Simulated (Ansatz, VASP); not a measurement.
## ZrC: VASP beside Ansatz

```
Zr C
1.0
     0.00000    2.30264    2.30264
     2.30264    0.00000    2.30264
     2.30264    2.30264    0.00000
Zr C
1 1
Direct
  0.50000 0.50000 0.50000
  0.00000 0.00000 0.00000
```

Change from the starting cell: volume scaled by 0.9405.

Alike in both runs: task single point; functional PBEsol; k mesh 15 × 15 × 15; occupations fermi-dirac, width 0.05 eV; no spin polarisation.

|  | VASP | Ansatz |
| --- | --- | --- |
| version | VASP 6.6.1 | Ansatz 0.2.0 |
| potentials or method | VASP PAW PBE potentials, release 64 (Zr_sv, C), cutoff 520 eV | all-electron LAPW, scalar-relativistic |

```tsv
	VASP	Ansatz	Ansatz less VASP
pressure (GPa)	11.0	10.6	-0.38
```

VASP's potentials were made for PBE, not for PBEsol. Ansatz ran all-electron here, and VASP with PAW potentials.
